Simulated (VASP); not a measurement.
Set up this calculation in VASP 6.6.1, as the native input.

| Item | Value |
| --- | --- |
| Task | single point |
| Functional | LDA |
| Potentials or basis | VASP PAW LDA potentials, release 64 (Mg_sv, O) |
| Cutoff | 750 eV |
| k mesh | 10 × 10 × 10 |
| Occupations | gaussian, width 0.05 eV |
| Spin | no spin polarisation |
| Dipole correction | no |
| Mended | yes |
| Further INCAR settings | ALGO = Normal; EDIFF = 1e-06; NBANDS = 15 |

The structure of MgO lies in POSCAR:

```
MgO
1.0
    0.0400340625      2.1351500000      2.1351500000
    2.1351500000      0.0400340625      2.1351500000
    2.1751840625      2.1751840625      0.0000000000
Mg O
1 1
Direct
    0.0000000000      0.0000000000      0.0000000000
    0.5000000000      0.5000000000      0.5000000000
```

This cell differs from its parent crystal: strain +0.0375 x Voigt [0, 0, 0, 0, 0, 1].

These files were run (other wordings do the same):

INCAR

```
SYSTEM = MgO
PREC     = Accurate       ! precision mode
ENCUT    = 750            ! plane-wave cutoff, eV
EDIFF    = 1E-6           ! SCF threshold, eV
ISMEAR   = 0              ! smearing method
SIGMA    = 0.05           ! smearing width, eV
LREAL    = .FALSE.        ! projectors in reciprocal space
LASPH    = .TRUE.         ! aspherical terms in the spheres
NELM     = 120            ! most SCF steps
ALGO     = Normal         ! electronic algorithm
ISIF     = 2              ! what is computed and relaxed
LWAVE    = .FALSE.        ! write WAVECAR
LCHARG   = .TRUE.         ! write CHGCAR
GGA      = CA             ! functional
LELF     = .TRUE.         ! ELF
LVHAR    = .TRUE.       
NBANDS   = 15             ! bands
GGA_COMPAT= .FALSE.
```

KPOINTS

```
regular mesh
0
G
  10 10 10
  0 0 0
```

Potentials or basis: VASP PAW LDA potentials, release 64 (Mg_sv, O).

Command:

```bash
$ cat potpaw_LDA.64/Mg_sv/POTCAR potpaw_LDA.64/O/POTCAR > POTCAR
$ mpirun -np 1 vasp_std > vasp.out
```

It gave:

```
Pressure               : -11.7 GPa
Band gap on the k mesh : 4.13 eV
```

Caveat: the cell differs from its parent crystal (strain +0.0375 x Voigt [0, 0, 0, 0, 0, 1]); the cell stands under tension.

Wall time 88 s on 1 thread of Intel(R) Xeon(R) Platinum 8259CL CPU @ 2.50GHz (Skylake/Cascade Lake) (shared host), peak memory 0.2 GiB.
